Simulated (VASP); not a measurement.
# NbSi (Pm-3m) in VASP: notebook

The runs below take NbSi through single point, with HF.

Everything below comes from runs of VASP 6.6.1. Logs are shortened: lines on timing, memory, paths and dates and some standing lists are left out, and cuts for length are marked.

## Step 1: The cell of the first run

Symmetry: Pm-3m, No. 221, cubic system. The conventional cell has a = 3.156 Å, b = 3.156 Å, c = 3.156 Å, α = 90.00°, β = 90.00°, γ = 90.00°. Within 3.6 Å of Nb (site symmetry m-3m) lie 8 Si at 2.73 Å and 6 Nb at 3.16 Å. Si (site symmetry m-3m) has 8 Nb at 2.73 Å and 6 Si at 3.16 Å within 3.6 Å.

## Step 2: Single point, HF

Contents of POSCAR:

```
NbSi
1.0
    3.1564400000      0.0000000000      0.0000000000
    0.0000000000      3.1564400000      0.0000000000
    0.0000000000      0.0000000000      3.1564400000
Nb Si
1 1
Direct
    0.0000000000      0.0000000000      0.0000000000
    0.5000000000      0.5000000000      0.5000000000
```

Contents of INCAR.step1:

```
ALGO     = Normal         # electronic algorithm
EDIFF    = 1E-5           # SCF threshold, eV
ENCUT    = 520            # plane-wave cutoff, eV
GGA      = PE             # functional
ISIF     = 2              # what is computed and relaxed
ISMEAR   = -1             # smearing method
LASPH    = T              # aspherical terms in the spheres
LCHARG   = F              # write CHGCAR
LREAL    = F              # projectors in reciprocal space
LWAVE    = T              # write WAVECAR
NBANDS   = 16             # bands
NELM     = 100            # most SCF steps
PREC     = Accurate       # precision mode
SIGMA    = 0.05           # smearing width, eV
```

Contents of INCAR.step2:

```
AEXX     = 1.0            # exact-exchange fraction
AGGAC    = 0.0          
ALDAC    = 0.0          
ALGO     = Normal         # electronic algorithm
EDIFF    = 1E-6           # SCF threshold, eV
ENCUT    = 520            # plane-wave cutoff, eV
GGA      = PE             # functional
ISIF     = 2              # what is computed and relaxed
ISMEAR   = -1             # smearing method
ISTART   = 1            
LASPH    = T              # aspherical terms in the spheres
LCHARG   = F              # write CHGCAR
LHFCALC  = T              # exact exchange
LREAL    = F              # projectors in reciprocal space
LWAVE    = F              # write WAVECAR
NBANDS   = 16             # bands
NELM     = 100            # most SCF steps
PREC     = Accurate       # precision mode
PRECFOCK = Normal       
SIGMA    = 0.05           # smearing width, eV
```

Contents of KPOINTS:

```
k-points
0
Gamma
  4 4 4
```

Potentials or basis: VASP PAW PBE potentials, release 64 (Nb_sv, Si).

On the command line:

```
cat potpaw_PBE.64/Nb_sv/POTCAR potpaw_PBE.64/Si/POTCAR > POTCAR
cp INCAR.step1 INCAR
mpirun -np 1 vasp_std > vasp.out
cp INCAR.step2 INCAR
mpirun -np 1 vasp_std > vasp.out
```

OUTCAR:

```text
AEXX = 1.0
   EDIFF = 1E-6
   ENCUT = 520
   GGA = PE
   ISIF = 2
   ISMEAR = -1
   ISTART = 1
   LASPH = T
   LHFCALC = T
   LREAL = F
   NELM = 100
   PREC = Accurate
   PRECFOCK = Normal

 ion  position               nearest neighbor table
   1  0.000  0.000  0.000-   2 2.73   2 2.73   2 2.73   2 2.73   2 2.73   2 2.73   2 2.73   2 2.73

   2  0.500  0.500  0.500-   1 2.73   1 2.73   1 2.73   1 2.73   1 2.73   1 2.73   1 2.73   1 2.73

  LATTYP: Found a simple cubic cell.
 ALAT       =     3.1564400000

  Lattice vectors:

 A1 = (   3.1564400000,   0.0000000000,   0.0000000000)
 A2 = (   0.0000000000,   3.1564400000,   0.0000000000)
 A3 = (   0.0000000000,   0.0000000000,   3.1564400000)

Analysis of symmetry for initial positions (statically):
=====================================================================
 Subroutine PRICEL returns:
 Original cell was already a primitive cell.

 Routine SETGRP: Setting up the symmetry group for a
 simple cubic supercell.

 Subroutine GETGRP returns: Found 48 space group operations
 (whereof 48 operations were pure point group operations)
 out of a pool of 48 trial point group operations.

The static configuration has the point symmetry O_h .

Analysis of symmetry for dynamics (positions and initial velocities):
=====================================================================
 Subroutine PRICEL returns:
 Original cell was already a primitive cell.

 Routine SETGRP: Setting up the symmetry group for a
 simple cubic supercell.

 Subroutine GETGRP returns: Found 48 space group operations
 (whereof 48 operations were pure point group operations)
 out of a pool of 48 trial point group operations.

The dynamic configuration has the point symmetry O_h .

 Subroutine INISYM returns: Found 48 space group operations
 (whereof 48 operations are pure point group operations),
 and found     1 'primitive' translations

----------------------------------------------------------------------------------------

                                     Primitive cell

  volume of cell :      31.4480

  direct lattice vectors                    reciprocal lattice vectors
     3.156440000  0.000000000  0.000000000     0.316812612  0.000000000  0.000000000
     0.000000000  3.156440000  0.000000000     0.000000000  0.316812612  0.000000000
     0.000000000  0.000000000  3.156440000     0.000000000  0.000000000  0.316812612

  length of vectors
     3.156440000  3.156440000  3.156440000     0.316812612  0.316812612  0.316812612

  position of ions in fractional coordinates (direct lattice)
     0.000000000  0.000000000  0.000000000
     0.500000000  0.500000000  0.500000000

  ion indices of the primitive-cell ions
   primitive index   ion index
                 1           1
                 2           2

----------------------------------------------------------------------------------------

 KPOINTS: k-points

Automatic generation of k-mesh.
 Grid dimensions read from file:
 generate k-points for:    4    4    4

 Generating k-lattice:

  Cartesian coordinates                     Fractional coordinates (reciprocal lattice)
     0.079203153  0.000000000  0.000000000     0.250000000  0.000000000  0.000000000
     0.000000000  0.079203153  0.000000000     0.000000000  0.250000000  0.000000000
     0.000000000  0.000000000  0.079203153     0.000000000  0.000000000  0.250000000

  Length of vectors
     0.079203153  0.079203153  0.079203153

  Shift w.r.t. Gamma in fractional coordinates (k-lattice)
     0.000000000  0.000000000  0.000000000

 Subroutine IBZKPT returns following result:
 ===========================================

 Found     10 irreducible k-points:

 Following reciprocal coordinates:
            Coordinates               Weight
  0.000000  0.000000  0.000000      1.000000
  0.250000  0.000000  0.000000      6.000000
  0.500000  0.000000  0.000000      3.000000
  0.250000  0.250000  0.000000     12.000000
  0.500000  0.250000  0.000000     12.000000
  0.500000  0.500000  0.000000      3.000000
  0.250000  0.250000  0.250000      8.000000
  0.500000  0.250000  0.250000     12.000000
  0.500000  0.500000  0.250000      6.000000
  0.500000  0.500000  0.500000      1.000000
   k-points           NKPTS =     10   k-points in BZ     NKDIM =     64   number of bands    NBANDS=     16
   number of dos      NEDOS =    301   number of ions     NIONS =      2
   total plane-waves  NPLWV =  13824
   dimension x,y,z NGX =    24 NGY =   24 NGZ =   24
   dimension x,y,z NGXF=    48 NGYF=   48 NGZF=   48
   ions per type =               1   1
   NGX,Y,Z   is equivalent  to a cutoff of  12.64, 12.64, 12.64 a.u.
   NGXF,Y,Z  is equivalent  to a cutoff of  25.28, 25.28, 25.28 a.u.
 SYSTEM =  unknown system
   PREC   = accura    normal or accurate (medium, high low for compatibility)
   ISTART =      1    job   : 0-new  1-cont  2-samecut
   ICHARG =      0    charge: 1-file 2-atom 10-const
   ISPIN  =      1    spin polarized calculation?
   LNONCOLLINEAR =      F non collinear calculations
   LSORBIT =      F    spin-orbit coupling
   LASPH  =      T    aspherical Exc in radial PAW
   ENCUT  =  520.0 eV  38.22 Ry    6.18 a.u.   5.87  5.87  5.87*2*pi/ulx,y,z
   NELM   =    100;   NELMIN=  2; NELMDL=  0     # of ELM steps
   EDIFF  = 0.1E-05   stopping-criterion for ELM
   LREAL  =      F    real-space projection
   EDIFFG = 0.1E-04   stopping-criterion for IOM
   NSW    =      0    number of steps for IOM
   IBRION =     -1    ionic relax: 0-MD 1-quasi-New 2-CG
   NFREE  =      0    steps in history (QN), initial steepest desc. (CG)
   ISIF   =      2    stress and relaxation
   ISYM   =      3    0-nonsym 1-usesym 2-fastsym
   POTIM  = 0.5000    time-step for ionic-motion
   TEBEG  =    0.0;   TEEND  =   0.0 temperature during run
   PSTRESS=    0.0 pullay stress
   NELECT =      17.0000    total number of electrons
   NUPDOWN=      -1.0000    fix difference up-down
   EMIN   =  10.00;   EMAX   =-10.00  energy-range for DOS
   EFERMI =   0.00;   METHOD = LEGACY
   ISMEAR =    -1;   SIGMA  =   0.05  broadening in eV -4-tet -1-fermi 0-gaus
   EFERMI_NEDOS =   21; number of points for ismear=-14 and -15
   IALGO  =     38    algorithm
   IMIX   =      1    mixing-type and parameters
     AMIX     =   0.40;   BMIX     =  1.00
     AMIX_MAG =   1.60;   BMIX_MAG =  1.00
  volume/ion in A,a.u.               =      15.72       106.11
  Fermi-wavevector in a.u.,A,eV,Ry     =   1.333604  2.520146 24.197961  1.778500
  Thomas-Fermi vector in A             =   2.462450
   LORBIT       =      0    0 simple, 1 ext, 2 COOP (PROOUT), +10 PAW based schemes
   GGA     = PE    functional components
   LHFCALC =     T    Hartree Fock is set to
   PRECFOCK=normal    Normal, Fast or Accurate (Low or Medium for compatibility)
   ENCUT4O =  -1.0   cutoff for four orbital integrals eV
   NKREDX  =     1    reduce k-point grid by
   NKREDY  =     1    reduce k-point grid by
   NKREDZ  =     1    reduce k-point grid by
   AEXX    =    1.0000 exact exchange contribution
   HFSCREEN=    0.0000 screening length (either q_TF or 0.3 A-1)
   HFSCREENC=   0.0000 screening length for correlation (either q_TF or 0.3 A-1)
   ENCUTFOCK=  -1.0 apply spherical cutoff to Coloumb kernel
   IVDW    =     0    specifies the selected vdW correction
   LEPSILON=     F    determine dielectric tensor
   LRPA    =     F    only Hartree local field effects (RPA)
 non-spin polarized calculation
  energy-cutoff  :      520.00
  volume of cell :       31.45
 maximum number of plane-waves:       856
 NGX is ok and might be reduce to    24
  NGX = 18; NGY = 18; NGZ = 18

 number of electron      17.0000003 magnetization

 Free energy of the ion-electron system (eV)
  ---------------------------------------------------
  ext. energy  EPLUGINS =         0.00000000
  ---------------------------------------------------
  free energy    TOTEN  =       -27.81561078 eV

  energy without entropy =      -27.80261427  energy(sigma->0) =      -27.80911253

 E-fermi :  12.7433     XC(G=0):   0.0000

 val. band max:       12.7433348151   @ k =   0.2500   0.2500   0.0000
 cond. band min:      14.2642551735   @ k =   0.2500   0.2500   0.2500
 fundamental gap:      1.5209203584
 Fermi energy:        12.7433348151

 k-point     1 :       0.0000    0.0000    0.0000
  band No.  band energies     occupation
      1     -59.4909      2.00000
      2     -29.6540      2.00000
      3     -29.6540      2.00000
      4     -29.6540      2.00000
      5      -6.3655      2.00000
      6       6.2014      2.00000
[... 8 lines left out ...]
     15      28.0964      0.00000
     16      28.0964      0.00000

 k-point     2 :       0.2500    0.0000    0.0000
  band No.  band energies     occupation
      1     -59.4611      2.00000
      2     -30.0444      2.00000
      3     -29.6066      2.00000
      4     -29.6066      2.00000
      5      -4.8395      2.00000
      6       4.5628      2.00000
[... 8 lines left out ...]
     15      27.8684      0.00000
     16      32.0208      0.00000

 k-point     3 :       0.5000    0.0000    0.0000
  band No.  band energies     occupation
      1     -59.4313      2.00000
      2     -30.4068      2.00000
      3     -29.5623      2.00000
      4     -29.5623      2.00000
      5      -1.7690      2.00000
      6       0.5748      2.00000
[... 8 lines left out ...]
     15      27.1601      0.00000
     16      27.1688      0.00000

 k-point     4 :       0.2500    0.2500    0.0000
  band No.  band energies     occupation
      1     -59.4316      2.00000
      2     -30.0006      2.00000
      3     -29.9775      2.00000
      4     -29.5726      2.00000
      5      -3.6136      2.00000
      6       4.9514      2.00000
[... 8 lines left out ...]
     15      29.1690      0.00000
     16      30.3008      0.00000

 k-point     5 :       0.5000    0.2500    0.0000
  band No.  band energies     occupation
      1     -59.4020      2.00000
      2     -30.3484      2.00000
      3     -29.9318      2.00000
      4     -29.5389      2.00000
      5      -1.6994      2.00000
      6       2.3499      2.00000
[... 8 lines left out ...]
     15      25.1096      0.00000
     16      30.7497      0.00000

 k-point     6 :       0.5000    0.5000    0.0000
  band No.  band energies     occupation
      1     -59.3723      2.00000
      2     -30.2863      2.00000
      3     -30.2863      2.00000
      4     -29.5180      2.00000
      5      -1.6348      2.00000
      6       5.7165      2.00000
[... 8 lines left out ...]
     15      29.3809      0.00000
     16      29.5438      0.00000

 k-point     7 :       0.2500    0.2500    0.2500
  band No.  band energies     occupation
      1     -59.4028      2.00000
      2     -29.9693      2.00000
      3     -29.9218      2.00000
      4     -29.9218      2.00000
      5      -2.5967      2.00000
      6       5.6746      2.00000
[... 8 lines left out ...]
     15      29.0212      0.00000
     16      29.0212      0.00000

 k-point     8 :       0.5000    0.2500    0.2500
  band No.  band energies     occupation
      1     -59.3737      2.00000
      2     -30.2839      2.00000
      3     -29.9058      2.00000
      4     -29.8617      2.00000
      5      -1.0393      2.00000
      6       3.3787      2.00000
[... 8 lines left out ...]
     15      26.5341      0.00000
     16      28.6296      0.00000

 k-point     9 :       0.5000    0.5000    0.2500
  band No.  band energies     occupation
      1     -59.3454      2.00000
      2     -30.2152      2.00000
      3     -30.2152      2.00000
      4     -29.8330      2.00000
      5      -0.2553      2.00000
      6       4.2778      2.00000
[... 8 lines left out ...]
     15      28.2108      0.00000
     16      28.2108      0.00000

 k-point    10 :       0.5000    0.5000    0.5000
  band No.  band energies     occupation
      1     -59.3184      2.00000
      2     -30.1432      2.00000
      3     -30.1432      2.00000
      4     -30.1432      2.00000
      5       3.0629      2.00000
      6       3.0629      2.00000
[... 8 lines left out ...]
     15      26.6698      0.00000
     16      26.6699      0.00000

------------------------ aborting loop because EDIFF is reached ----------------------------------------

  FORCE on cell =-STRESS in cart. coord.  units (eV):
  Direction    XX          YY          ZZ          XY          YZ          ZX
  --------------------------------------------------------------------------------------
  -------------------------------------------------------------------------------------
  Total        1.1790757      1.1790757      1.1790757     -0.0000000     -0.0000000      0.0000000
  in kB       60.0702797     60.0702797     60.0702797     -0.0000000     -0.0000000      0.0000000
  external PRESSURE =      60.0702797 kB  Pullay stress =       0.0000000 kB

 VOLUME and BASIS-vectors are now :
 -----------------------------------------------------------------------------
  energy-cutoff  :      520.00
  volume of cell :       31.45
      direct lattice vectors                 reciprocal lattice vectors
     3.156440000  0.000000000  0.000000000     0.316812612  0.000000000  0.000000000
     0.000000000  3.156440000  0.000000000     0.000000000  0.316812612  0.000000000
     0.000000000  0.000000000  3.156440000     0.000000000  0.000000000  0.316812612

 POSITION                                       TOTAL-FORCE (eV/Angst)
 -----------------------------------------------------------------------------------
      0.00000      0.00000      0.00000         0.000000      0.000000      0.000000
      1.57822      1.57822      1.57822         0.000000      0.000000      0.000000
 -----------------------------------------------------------------------------------
    total drift:                                0.000000      0.000000      0.000000

  FREE ENERGIE OF THE ION-ELECTRON SYSTEM (eV)
  ---------------------------------------------------
  free  energy   TOTEN  =       -27.8156107809 eV

  energy  without entropy=      -27.8026142712  energy(sigma->0) =      -27.80911253
```

Wall time 8.5 min (1 thread of Intel Xeon Platinum 8259CL at 2.50GHz (Skylake/Cascade Lake), shared host); peak memory 0.15 GiB.

Results:

- Free energy: -27.8156 eV
- Pressure: 6.0 GPa
- Band gap on the k mesh: zero (an odd number of electrons rules out a gap without spin polarisation)

Levels at points of the mesh, in eV from the Fermi level:
```
           k point  band 6  band 7  band 8  band 9  band 10  band 11
(0.00, 0.00, 0.00)   -6.54   -6.54    4.42    4.42     4.42     5.85
(0.50, 0.00, 0.00)  -12.17   -5.10   -3.44   -3.44     7.13     8.14
(0.50, 0.50, 0.00)   -7.03   -7.03   -5.89    3.15     3.15     7.88
(0.50, 0.50, 0.50)   -9.68   -9.68   -7.88    6.44     6.44     6.44
```

Caveat: the k points lie up to 0.50 Å⁻¹ apart, too coarse for converged energies and pressures of a metal; the PAW data sets were made with another functional, which shifts forces and pressure a little.

## Step 3: Single point, HF

This run uses another cell than the first one, of 16.38 Å³/atom.

Contents of POSCAR:

```
NbSi
1.0
    3.1996385848      0.0000000000      0.0000000000
    0.0000000000      3.1996385848      0.0000000000
    0.0000000000      0.0000000000      3.1996385848
Nb Si
1 1
Direct
    0.0000000000      0.0000000000      0.0000000000
    0.5000000000      0.5000000000      0.5000000000
```

Contents of INCAR.step1:

```
SYSTEM = NbSi
  ALGO = Normal
  EDIFF = 1E-5
  ENCUT = 520
  GGA = PE
  ISIF = 2
  ISMEAR = -1
  LASPH = .TRUE.
  LREAL = .FALSE.
  LWAVE = .TRUE.
  NBANDS = 16
  NELM = 60
  PREC = Accurate
  SIGMA = 0.05
```

Contents of INCAR.step2:

```
SYSTEM = NbSi
  AEXX = 1.0
  AGGAC = 0.0
  ALDAC = 0.0
  ALGO = Normal
  EDIFF = 1E-7
  ENCUT = 520
  GGA = PE
  ISIF = 2
  ISMEAR = -1
  ISTART = 1
  LASPH = .TRUE.
  LCHARG = .TRUE.
  LELF = .TRUE.
  LHFCALC = .TRUE.
  LREAL = .FALSE.
  LVHAR = .TRUE.
  LWAVE = .FALSE.
  NBANDS = 16
  NELM = 60
  PREC = Accurate
  PRECFOCK = Normal
  SIGMA = 0.05
```

Contents of KPOINTS:

```
k-points
0
G
  4 4 4
  0 0 0
```

Potentials or basis: VASP PAW PBE potentials, release 64 (Nb_sv, Si).

On the command line:

```
cat potpaw_PBE.64/Nb_sv/POTCAR potpaw_PBE.64/Si/POTCAR > POTCAR
cp INCAR.step1 INCAR
mpirun -np 1 vasp_std > vasp.out
cp INCAR.step2 INCAR
mpirun -np 1 vasp_std > vasp.out
```

Wall time 8.1 min (1 thread of Intel Xeon Platinum 8259CL at 2.50GHz (Skylake/Cascade Lake), shared host); peak memory 0.15 GiB.

Results (log left out):

| Quantity | Value |
| --- | --- |
| Free energy | -27.8320 eV |
| Pressure | -1.8 GPa |
| Band gap on the k mesh | zero (an odd number of electrons rules out a gap without spin polarisation) |

Levels at points of the mesh, in eV from the Fermi level:
```
           k point  band 6  band 7  band 8  band 9  band 10  band 11
(0.00, 0.00, 0.00)   -6.31   -6.31    4.22    4.22     4.22     5.71
(0.50, 0.00, 0.00)  -11.92   -4.97   -3.35   -3.35     6.94     7.81
(0.50, 0.50, 0.00)   -6.95   -6.95   -5.77    3.16     3.16     7.64
(0.50, 0.50, 0.50)   -9.36   -9.36   -8.02    6.21     6.21     6.21
```

Caveat: the k points lie up to 0.49 Å⁻¹ apart, too coarse for converged energies and pressures of a metal; the PAW data sets were made with another functional, which shifts forces and pressure a little.
